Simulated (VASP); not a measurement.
# GaP (F-43m) in VASP: notebook

Runs on GaP. Level: r2SCAN. Tasks: single point.

All numbers are computed with VASP 6.6.1; they aren't measurements. Logs are shortened: lines on timing, memory, paths and dates and some standing lists are left out, and cuts for length are marked.

**The experiment to reproduce.**

From “Stacking defects in GaP nanowires: Electronic structure and optical properties”, 2018, arxiv:1810.01194, for a bulk crystal of GaP at 10 K: band gap 2.34 eV (indirect).

How close the calculation comes is told below.

## (1) The cell of the first run

Symmetry: F-43m, No. 216, cubic system. The conventional cell has a = 5.301 Å, b = 5.301 Å, c = 5.301 Å, α = 90.00°, β = 90.00°, γ = 90.00°. Ga (site symmetry -43m) has 4 P at 2.30 Å within 3.0 Å. P (site symmetry -43m) has 4 Ga at 2.30 Å within 3.0 Å.

## (2) Single point, r2SCAN

Input file POSCAR:

```
GaP
1.0
    0.0000000000      2.6505476987      2.6505476987
    2.6505476987      0.0000000000      2.6505476987
    2.6505476987      2.6505476987      0.0000000000
Ga P
1 1
Direct
    0.0000000000      0.0000000000      0.0000000000
    0.2500000000      0.2500000000      0.2500000000
```

Input file INCAR.step1:

```
PREC     = Accurate       # precision mode
ENCUT    = 520            # plane-wave cutoff, eV
ISMEAR   = 0              # smearing method
SIGMA    = 0.01           # smearing width, eV
LREAL    = F              # projectors in reciprocal space
LASPH    = T              # aspherical terms in the spheres
NELM     = 100            # most SCF steps
NBANDS   = 16             # bands
GGA      = PE             # functional
ALGO     = Normal         # electronic algorithm
EDIFF    = 1E-4           # SCF threshold, eV
LWAVE    = T              # write WAVECAR
LCHARG   = F              # write CHGCAR
```

Input file INCAR.step2:

```
PREC     = Accurate       # precision mode
ENCUT    = 520            # plane-wave cutoff, eV
EDIFF    = 1E-7           # SCF threshold, eV
ISMEAR   = 0              # smearing method
SIGMA    = 0.01           # smearing width, eV
LREAL    = F              # projectors in reciprocal space
LASPH    = T              # aspherical terms in the spheres
NELM     = 100            # most SCF steps
ALGO     = Normal         # electronic algorithm
ISIF     = 2              # what is computed and relaxed
LWAVE    = F              # write WAVECAR
LCHARG   = T              # write CHGCAR
METAGGA  = R2SCAN         # meta-GGA
LMIXTAU  = T            
LELF     = T              # ELF
LVHAR    = T            
NBANDS   = 16             # bands
ISTART   = 1
```

Input file KPOINTS:

```
regular mesh
0
Gamma
  6 6 6
```

Potentials or basis: VASP PAW PBE potentials, release 64 (Ga_d, P).

Started as:

```bash
> cat potpaw_PBE.64/Ga_d/POTCAR potpaw_PBE.64/P/POTCAR > POTCAR
> cp INCAR.step1 INCAR
> mpirun -np 1 vasp_std > vasp.out
> cp INCAR.step2 INCAR
> mpirun -np 1 vasp_std > vasp.out
```

OUTCAR:

```text
PREC = Accurate
   ENCUT = 520
   EDIFF = 1E-7
   ISMEAR = 0
   LREAL = F
   LASPH = T
   NELM = 100
   ISIF = 2
   METAGGA = R2SCAN
   ISTART = 1

 ion  position               nearest neighbor table
   1  0.000  0.000  0.000-   2 2.30   2 2.30   2 2.30   2 2.30
   2  0.250  0.250  0.250-   1 2.30   1 2.30   1 2.30   1 2.30

  LATTYP: Found a face centered cubic cell.
 ALAT       =     5.3010953974

  Lattice vectors:

 A1 = (   0.0000000000,   2.6505476987,   2.6505476987)
 A2 = (   2.6505476987,   0.0000000000,   2.6505476987)
 A3 = (   2.6505476987,   2.6505476987,   0.0000000000)

Analysis of symmetry for initial positions (statically):
=====================================================================
 Subroutine PRICEL returns:
 Original cell was already a primitive cell.

 Routine SETGRP: Setting up the symmetry group for a
 face centered cubic supercell.

 Subroutine GETGRP returns: Found 24 space group operations
 (whereof 24 operations were pure point group operations)
 out of a pool of 48 trial point group operations.

The static configuration has the point symmetry T_d .

Analysis of symmetry for dynamics (positions and initial velocities):
=====================================================================
 Subroutine PRICEL returns:
 Original cell was already a primitive cell.

 Routine SETGRP: Setting up the symmetry group for a
 face centered cubic supercell.

 Subroutine GETGRP returns: Found 24 space group operations
 (whereof 24 operations were pure point group operations)
 out of a pool of 48 trial point group operations.

The dynamic configuration has the point symmetry T_d .

 Subroutine INISYM returns: Found 24 space group operations
 (whereof 24 operations are pure point group operations),
 and found     1 'primitive' translations

----------------------------------------------------------------------------------------

                                     Primitive cell

  volume of cell :      37.2423

  direct lattice vectors                    reciprocal lattice vectors
     0.000000000  2.650547699  2.650547699    -0.188640257  0.188640257  0.188640257
     2.650547699  0.000000000  2.650547699     0.188640257 -0.188640257  0.188640257
     2.650547699  2.650547699  0.000000000     0.188640257  0.188640257 -0.188640257

  length of vectors
     3.748440503  3.748440503  3.748440503     0.326734510  0.326734510  0.326734510

  position of ions in fractional coordinates (direct lattice)
     0.000000000  0.000000000  0.000000000
     0.250000000  0.250000000  0.250000000

  ion indices of the primitive-cell ions
   primitive index   ion index
                 1           1
                 2           2

----------------------------------------------------------------------------------------

 KPOINTS: regular mesh

Automatic generation of k-mesh.
 Grid dimensions read from file:
 generate k-points for:    6    6    6

 Generating k-lattice:

  Cartesian coordinates                     Fractional coordinates (reciprocal lattice)
    -0.031440043  0.031440043  0.031440043     0.166666667  0.000000000  0.000000000
     0.031440043 -0.031440043  0.031440043     0.000000000  0.166666667  0.000000000
     0.031440043  0.031440043 -0.031440043     0.000000000  0.000000000  0.166666667

  Length of vectors
     0.054455752  0.054455752  0.054455752

  Shift w.r.t. Gamma in fractional coordinates (k-lattice)
     0.000000000  0.000000000  0.000000000

 Subroutine IBZKPT returns following result:
 ===========================================

 Found     16 irreducible k-points:

 Following reciprocal coordinates:
            Coordinates               Weight
  0.000000  0.000000  0.000000      1.000000
  0.166667  0.000000  0.000000      8.000000
  0.333333  0.000000  0.000000      8.000000
  0.500000  0.000000  0.000000      4.000000
  0.166667  0.166667  0.000000      6.000000
  0.333333  0.166667  0.000000     24.000000
[... 8 lines left out ...]
 -0.333333  0.333333  0.166667     24.000000
 -0.333333  0.500000  0.166667     12.000000
   k-points           NKPTS =     16   k-points in BZ     NKDIM =     16   number of bands    NBANDS=     16
   number of dos      NEDOS =    301   number of ions     NIONS =      2
   total plane-waves  NPLWV =  21952
   dimension x,y,z NGX =    28 NGY =   28 NGZ =   28
   dimension x,y,z NGXF=    56 NGYF=   56 NGZF=   56
   ions per type =               1   1
   NGX,Y,Z   is equivalent  to a cutoff of  12.42, 12.42, 12.42 a.u.
   NGXF,Y,Z  is equivalent  to a cutoff of  24.84, 24.84, 24.84 a.u.
 SYSTEM =  unknown system
   PREC   = accura    normal or accurate (medium, high low for compatibility)
   ISTART =      1    job   : 0-new  1-cont  2-samecut
   ICHARG =      0    charge: 1-file 2-atom 10-const
   ISPIN  =      1    spin polarized calculation?
   LNONCOLLINEAR =      F non collinear calculations
   LSORBIT =      F    spin-orbit coupling
   LASPH  =      T    aspherical Exc in radial PAW
   ENCUT  =  520.0 eV  38.22 Ry    6.18 a.u.   6.97  6.97  6.97*2*pi/ulx,y,z
   NELM   =    100;   NELMIN=  2; NELMDL=  0     # of ELM steps
   EDIFF  = 0.1E-06   stopping-criterion for ELM
   LREAL  =      F    real-space projection
   EDIFFG = 0.1E-05   stopping-criterion for IOM
   NSW    =      0    number of steps for IOM
   IBRION =     -1    ionic relax: 0-MD 1-quasi-New 2-CG
   NFREE  =      0    steps in history (QN), initial steepest desc. (CG)
   ISIF   =      2    stress and relaxation
   ISYM   =      2    0-nonsym 1-usesym 2-fastsym
   POTIM  = 0.5000    time-step for ionic-motion
   TEBEG  =    0.0;   TEEND  =   0.0 temperature during run
   PSTRESS=    0.0 pullay stress
   NELECT =      18.0000    total number of electrons
   NUPDOWN=      -1.0000    fix difference up-down
   EMIN   =  10.00;   EMAX   =-10.00  energy-range for DOS
   EFERMI =   0.00;   METHOD = LEGACY
   ISMEAR =     0;   SIGMA  =   0.01  broadening in eV -4-tet -1-fermi 0-gaus
   EFERMI_NEDOS =   21; number of points for ismear=-14 and -15
   IALGO  =     38    algorithm
   IMIX   =      4    mixing-type and parameters
     AMIX     =   0.40;   BMIX     =  1.00
     AMIX_MAG =   1.60;   BMIX_MAG =  1.00
  volume/ion in A,a.u.               =      18.62       125.66
  Fermi-wavevector in a.u.,A,eV,Ry     =   1.284754  2.427833 22.457686  1.650593
  Thomas-Fermi vector in A             =   2.416929
   LORBIT       =      0    0 simple, 1 ext, 2 COOP (PROOUT), +10 PAW based schemes
   METAGGA = R2SCAN    functional components
   LHFCALC =     F    Hartree Fock is set to
   AEXX    =    0.0000 exact exchange contribution
   IVDW    =     0    specifies the selected vdW correction
   LEPSILON=     F    determine dielectric tensor
   LRPA    =     F    only Hartree local field effects (RPA)
 non-spin polarized calculation
 Gauss-broadening in eV      SIGMA  =   0.01
  energy-cutoff  :      520.00
  volume of cell :       37.24
 maximum number of plane-waves:      1018
   NGX = 13   NGY = 13   NGZ = 13

 number of electron      17.9999987 magnetization

 Free energy of the ion-electron system (eV)
  ---------------------------------------------------
  ext. energy  EPLUGINS =         0.00000000
  ---------------------------------------------------
  free energy    TOTEN  =       -21.36740703 eV

  energy without entropy =      -21.36740703  energy(sigma->0) =      -21.36740703

 E-fermi :   5.4695     XC(G=0): -10.9608

 val. band max:        5.3668448484   @ k =   0.0000   0.0000   0.0000
 cond. band min:       7.0903266805   @ k =   0.5000   0.5000   0.0000
 fundamental gap:      1.7234818321
 Fermi energy:         5.4695396035

 k-point     1 :       0.0000    0.0000    0.0000
  band No.  band energies     occupation
      1      -9.7969      2.00000
      2      -9.7969      2.00000
      3      -9.7969      2.00000
      4      -9.6533      2.00000
      5      -9.6533      2.00000
      6      -8.3389      2.00000
[... 8 lines left out ...]
     15      15.7385      0.00000
     16      15.7385      0.00000

 k-point     2 :       0.1667    0.0000    0.0000
  band No.  band energies     occupation
      1      -9.8384      2.00000
      2      -9.7859      2.00000
      3      -9.7859      2.00000
      4      -9.6531      2.00000
      5      -9.6531      2.00000
      6      -7.9166      2.00000
[... 8 lines left out ...]
     15      14.8553      0.00000
     16      16.4907      0.00000

 k-point     3 :       0.3333    0.0000    0.0000
  band No.  band energies     occupation
      1      -9.9009      2.00000
      2      -9.7681      2.00000
      3      -9.7680      2.00000
      4      -9.6484      2.00000
      5      -9.6484      2.00000
      6      -6.8023      2.00000
[... 8 lines left out ...]
     15      15.6865      0.00000
     16      16.0633      0.00000

 k-point     4 :       0.5000    0.0000    0.0000
  band No.  band energies     occupation
      1      -9.9267      2.00000
      2      -9.7618      2.00000
      3      -9.7618      2.00000
      4      -9.6433      2.00000
      5      -9.6432      2.00000
      6      -5.8741      2.00000
[... 8 lines left out ...]
     15      17.9587      0.00000
     16      17.9587      0.00000
[... 172 lines left out ...]
 k-point    14 :       0.5000    0.3333    0.1667
  band No.  band energies     occupation
      1      -9.9300      2.00000
      2      -9.7477      2.00000
      3      -9.7332      2.00000
      4      -9.6744      2.00000
      5      -9.6381      2.00000
      6      -5.8957      2.00000
[... 8 lines left out ...]
     15      18.4487      0.00000
     16      19.9845      0.00000

 k-point    15 :      -0.3333    0.3333    0.1667
  band No.  band energies     occupation
      1      -9.9384      2.00000
      2      -9.7469      2.00000
      3      -9.7238      2.00000
      4      -9.6694      2.00000
      5      -9.6427      2.00000
      6      -5.0939      2.00000
[... 8 lines left out ...]
     15      19.1170      0.00000
     16      19.4585      0.00000

 k-point    16 :      -0.3333    0.5000    0.1667
  band No.  band energies     occupation
      1      -9.9512      2.00000
      2      -9.7312      2.00000
      3      -9.7127      2.00000
      4      -9.6837      2.00000
      5      -9.6348      2.00000
      6      -4.7250      2.00000
[... 8 lines left out ...]
     15      18.5033      0.00000
     16      20.3427      0.00000

------------------------ aborting loop because EDIFF is reached ----------------------------------------

  FORCE on cell =-STRESS in cart. coord.  units (eV):
  Direction    XX          YY          ZZ          XY          YZ          ZX
  --------------------------------------------------------------------------------------
  -------------------------------------------------------------------------------------
  Total        2.0588005      2.0588005      2.0588005     -0.0000000      0.0000000     -0.0000000
  in kB       88.5702738     88.5702738     88.5702738     -0.0000000      0.0000000     -0.0000000
  external PRESSURE =      88.5702738 kB  Pullay stress =       0.0000000 kB

 VOLUME and BASIS-vectors are now :
 -----------------------------------------------------------------------------
  energy-cutoff  :      520.00
  volume of cell :       37.24
      direct lattice vectors                 reciprocal lattice vectors
     0.000000000  2.650547699  2.650547699    -0.188640257  0.188640257  0.188640257
     2.650547699  0.000000000  2.650547699     0.188640257 -0.188640257  0.188640257
     2.650547699  2.650547699  0.000000000     0.188640257  0.188640257 -0.188640257

 POSITION                                       TOTAL-FORCE (eV/Angst)
 -----------------------------------------------------------------------------------
      0.00000      0.00000      0.00000        -0.000000     -0.000000     -0.000000
      1.32527      1.32527      1.32527         0.000000      0.000000      0.000000
 -----------------------------------------------------------------------------------
    total drift:                                0.000010      0.000010      0.000010

  FREE ENERGIE OF THE ION-ELECTRON SYSTEM (eV)
  ---------------------------------------------------
  free  energy   TOTEN  =       -21.3674070266 eV

  energy  without entropy=      -21.3674070266  energy(sigma->0) =      -21.36740703
```

Run time: 41 s. Hardware: 1 thread of AMD EPYC 7R13 (Zen 3), shared host; peak memory 0.13 GiB.

Results:

- Free energy: -21.3674 eV
- Pressure: 8.9 GPa
- Band gap on the k mesh: 1.72 eV, indirect (least direct gap 3.09 eV)

Levels at points of the mesh, in eV from the valence-band top:
| k point | band 5 | band 6 | band 7 | band 8 | band 9 | band 10 | band 11 | band 12 | band 13 | band 14 |
| --- | --- | --- | --- | --- | --- | --- | --- | --- | --- | --- |
| (0.00, 0.00, 0.00) | -15.02 | -13.71 | 0.00 | 0.00 | 0.00 | 3.09 | 4.15 | 4.15 | 4.15 | 9.88 |
| (0.50, 0.00, 0.00) | -15.01 | -11.24 | -7.37 | -1.30 | -1.30 | 2.31 | 5.01 | 5.01 | 8.99 | 12.32 |
| (0.50, 0.50, 0.00) | -14.99 | -10.19 | -7.39 | -3.12 | -3.12 | 1.72 | 2.00 | 12.00 | 12.00 | 12.87 |

Caveat: the PAW data sets were made with another functional, which shifts forces and pressure a little. A k mesh can miss the band edges.

## (3) Single point, r2SCAN

This run uses another cell than the first one, of 19.16 Å³/atom, 1.029 times its volume.

Input file POSCAR:

```
GaP
1.0
    0.0000000000      2.6759133327      2.6759133327
    2.6759133327      0.0000000000      2.6759133327
    2.6759133327      2.6759133327      0.0000000000
Ga P
1 1
Direct
    0.0000000000      0.0000000000      0.0000000000
    0.2500000000      0.2500000000      0.2500000000
```

Input file INCAR.step1:

```
SYSTEM = GaP
  PREC = Accurate
  ENCUT = 520
  ISMEAR = 0
  SIGMA = 0.01
  LREAL = .FALSE.
  LASPH = .TRUE.
  NELM = 100
  NBANDS = 16
  GGA = PE
  ALGO = Normal
  EDIFF = 1E-4
  LWAVE = .TRUE.
  LCHARG = .FALSE.
```

Input file INCAR.step2:

```
SYSTEM = GaP
  PREC = Accurate
  ENCUT = 520
  EDIFF = 1E-6
  ISMEAR = 0
  SIGMA = 0.01
  LREAL = .FALSE.
  LASPH = .TRUE.
  NELM = 100
  ALGO = Normal
  ISIF = 2
  LWAVE = .FALSE.
  LCHARG = .FALSE.
  METAGGA = R2SCAN
  LMIXTAU = .TRUE.
  NBANDS = 16
  ISTART = 1
```

Input file KPOINTS:

```
Automatic mesh
0
G
  6 6 6
  0 0 0
```

Potentials or basis: VASP PAW PBE potentials, release 64 (Ga_d, P).

Started as:

```bash
> cat potpaw_PBE.64/Ga_d/POTCAR potpaw_PBE.64/P/POTCAR > POTCAR
> cp INCAR.step1 INCAR
> mpirun -np 1 vasp_std > vasp.out
> cp INCAR.step2 INCAR
> mpirun -np 1 vasp_std > vasp.out
```

Run time: 33 s. Hardware: 1 thread of AMD EPYC 7R13 (Zen 3), shared host; peak memory 0.14 GiB.

It converged, with:

```yaml
Free_energy: -21.4155 eV
Pressure: 5.5 GPa
Band_gap_on_the_k_mesh: 1.79 eV, indirect (least direct gap 2.83 eV)
```

Levels at points of the mesh, in eV from the valence-band top:
| k point | band 5 | band 6 | band 7 | band 8 | band 9 | band 10 | band 11 | band 12 | band 13 | band 14 |
| --- | --- | --- | --- | --- | --- | --- | --- | --- | --- | --- |
| (0.00, 0.00, 0.00) | -14.97 | -13.46 | 0.00 | 0.00 | 0.00 | 2.83 | 4.17 | 4.17 | 4.17 | 9.73 |
| (0.50, 0.00, 0.00) | -14.96 | -11.11 | -7.19 | -1.26 | -1.26 | 2.22 | 5.03 | 5.03 | 8.94 | 12.08 |
| (0.50, 0.50, 0.00) | -14.94 | -10.09 | -7.24 | -3.01 | -3.01 | 1.79 | 2.04 | 11.78 | 11.78 | 12.57 |

Caveat: the PAW data sets were made with another functional, which shifts forces and pressure a little. A k mesh can miss the band edges.

## (4) Single point, r2SCAN

This run uses another cell than the first one, of 19.70 Å³/atom, 1.058 times its volume.

Input file POSCAR:

```
GaP
1.0
    0.0000000000      2.7008069793      2.7008069793
    2.7008069793      0.0000000000      2.7008069793
    2.7008069793      2.7008069793      0.0000000000
Ga P
1 1
Direct
    0.0000000000      0.0000000000      0.0000000000
    0.2500000000      0.2500000000      0.2500000000
```

Input file INCAR.step1:

```
SYSTEM = GaP
PREC = Accurate
ENCUT = 520
ISMEAR = 0
SIGMA = 0.01
LREAL = .FALSE.
LASPH = .TRUE.
NELM = 60
NBANDS = 16
GGA = PE
ALGO = Normal
EDIFF = 1E-4
LWAVE = .TRUE.
LCHARG = .FALSE.
```

Input file INCAR.step2:

```
SYSTEM = GaP
PREC = Accurate
ENCUT = 520
EDIFF = 1E-6
ISMEAR = 0
SIGMA = 0.01
LREAL = .FALSE.
LASPH = .TRUE.
NELM = 60
ALGO = Normal
ISIF = 2
LWAVE = .FALSE.
LCHARG = .FALSE.
METAGGA = R2SCAN
LMIXTAU = .TRUE.
NBANDS = 16
ISTART = 1
```

Input file KPOINTS:

```
regular mesh
0
G
  6 6 6
  0 0 0
```

Started as:

```bash
> cat potpaw_PBE.64/Ga_d/POTCAR potpaw_PBE.64/P/POTCAR > POTCAR
> cp INCAR.step1 INCAR
> mpirun -np 1 vasp_std > vasp.out
> cp INCAR.step2 INCAR
> mpirun -np 1 vasp_std > vasp.out
```

Wall time 32 s (1 thread of AMD EPYC 7R13 (Zen 3), shared host); peak memory 0.14 GiB.

The run converged. Its results:

```
Free energy            : -21.4423 eV
Pressure               : 2.6 GPa
Band gap on the k mesh : 1.85 eV, indirect (least direct gap 2.58 eV)
```

Levels at points of the mesh, in eV from the valence-band top:
```
           k point  band 7  band 8  band 9  band 10  band 11  band 12
(0.00, 0.00, 0.00)    0.00    0.00    0.00     2.58     4.18     4.18
(0.50, 0.00, 0.00)   -7.01   -1.21   -1.21     2.13     5.04     5.04
(0.50, 0.50, 0.00)   -7.09   -2.90   -2.90     1.85     2.07    11.56
```

Caveat: the PAW data sets were made with another functional, which shifts forces and pressure a little.

## (5) The runs side by side

| cell | gap on the mesh (eV) | pressure (GPa) |
| --- | --- | --- |
| a = 3.748 Å, angles 60.0°, 2 atoms | 1.72 | 8.9 |
| a = 3.784 Å, angles 60.0°, 2 atoms | 1.79 | 5.5 |
| a = 3.820 Å, angles 60.0°, 2 atoms | 1.85 | 2.6 |

Alike in all rows: task single point; level r2SCAN; potentials or basis VASP PAW PBE potentials, release 64 (Ga_d, P); no spin polarisation; k mesh 6 × 6 × 6; cutoff (eV) 520; smearing gaussian 0.01 eV.

Caveats: the PAW data sets were made with another functional, which shifts forces and pressure a little.

Absolute energies hang on the potentials; compare differences alone.

## (6) Against experiment

Step 4. Measured gap of GaP: 2.34 eV (indirect; 10 K; quoted in “Stacking defects in GaP nanowires: Electronic structure and optical properties”, 2018, arxiv:1810.01194). This calculation gives 1.85 eV (-0.49 eV). Spin-orbit coupling on Ga is left out. The value is that of r2SCAN on a finite k mesh, which can miss the band edges, without temperature or zero-point motion.
